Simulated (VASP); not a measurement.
Crystal: Ta.

```xyz
1
Lattice="-1.5810 1.5810 1.8359 1.5810 -1.5810 1.8359 1.5810 1.5810 -1.8359" Properties=species:S:1:pos:R:3 pbc="T T T"
Ta    0.0000    0.0000    0.0000
```

Base run:

* Program: VASP 6.6.1
* Functional: PBEsol
* Potentials or basis: VASP PAW PBE potentials, release 64 (Ta_pv)
* Cutoff: 520 eV
* k mesh: 22 × 22 × 22
* Occupations: gaussian, width 0.15 eV
* Spin: no spin polarisation
* Hubbard terms: Ta d U = 8.0 eV

Its results: band gap on the k mesh zero (an odd number of electrons rules out a gap without spin polarisation); pressure 25.0 GPa.

Question: The run is repeated on the same cell with these changes: hubbard terms from Ta d U = 8.0 eV to none; further incar settings from ALGO = Normal; EDIFF = 1e-06; NBANDS = 12 to ALGO = Fast; EDIFF = 1e-06; NBANDS = 12. What comes out?

Answer: Band gap on the k mesh zero (an odd number of electrons rules out a gap without spin polarisation); pressure -5.5 GPa.

Caveats: the PAW data sets were made with another functional, which shifts forces and pressure a little; spin-orbit coupling is left out, which moves the levels of the heavy elements; the cell stands under pressure (at least some runs); U without spin polarisation on a metal has little footing (at least some runs); the U is typed as a test and isn't derived for this compound (at least some runs); the cell stands under tension (at least some runs).
